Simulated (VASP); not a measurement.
Write the native input for VASP 6.6.1 that does the following.

* Task: single point
* Functional: r2SCAN
* Potentials or basis: VASP PAW PBE potentials, release 64 (Cd_sv_GW, F)
* Cutoff: 660 eV
* k mesh: 8 × 8 × 8
* Occupations: gaussian, width 0.01 eV
* Spin: no spin polarisation
* Dipole correction: no
* Further INCAR settings: ALGO = Normal; EDIFF = 1e-06; NBANDS = 24

The system is CdF2.

```
Cd F
1.0
    -0.01536    2.69418    2.69418
     2.69418   -0.01536    2.69418
     2.67882    2.67882    0.00000
Cd F
1 2
Direct
  0.00000 0.00000 0.00000
  0.25064 0.25064 0.24936
  0.74936 0.74936 0.75064
```

This cell differs from its parent crystal: shear xy strain -1.1%.

The input as run:

POSCAR

```
CdF2
1.0
   -0.0153568128      2.6941776810      2.6941776810
    2.6941776810     -0.0153568128      2.6941776810
    2.6788208683      2.6788208683      0.0000000000
Cd F
1 2
Direct
    0.0000000000      0.0000000000      0.0000000000
    0.2506371142      0.2506371142      0.2493628858
    0.7493628858      0.7493628858      0.7506371142
```

INCAR.step1

```
PREC = Accurate
ENCUT = 660
ISMEAR = 0
SIGMA = 0.01
LREAL = False
LASPH = True
NELM = 120
NBANDS = 24
GGA = PE
ALGO = Normal
EDIFF = 1E-5
LWAVE = True
LCHARG = False
GGA_COMPAT = False
```

INCAR.step2

```
PREC = Accurate
ENCUT = 660
EDIFF = 1E-6
ISMEAR = 0
SIGMA = 0.01
LREAL = False
LASPH = True
NELM = 120
ALGO = Normal
ISIF = 2
LWAVE = False
LCHARG = False
METAGGA = R2SCAN
LMIXTAU = True
NBANDS = 24
ISTART = 1
GGA_COMPAT = False
```

KPOINTS

```
regular mesh
0
Gamma
  8 8 8
```

Potentials or basis: VASP PAW PBE potentials, release 64 (Cd_sv_GW, F).

Launch:

```bash
$ cat potpaw_PBE.64/Cd_sv_GW/POTCAR potpaw_PBE.64/F/POTCAR > POTCAR
$ cp INCAR.step1 INCAR
$ mpirun -np 1 vasp_std > vasp.out
$ cp INCAR.step2 INCAR
$ mpirun -np 1 vasp_std > vasp.out
```

It gave:

```json
{
  "Pressure": "-0.5 GPa",
  "Band gap on the k mesh": "3.79 eV (least direct gap 4.28 eV)"
}
```

Caveat: the cell differs from its parent crystal (shear xy strain -1.1%); the PAW data sets were made with another functional, which shifts forces and pressure a little.

It took 3.4 min on 1 thread of AMD EPYC 9R45 96-Core Processor (Zen 5) (shared host), peak memory 0.26 GiB.
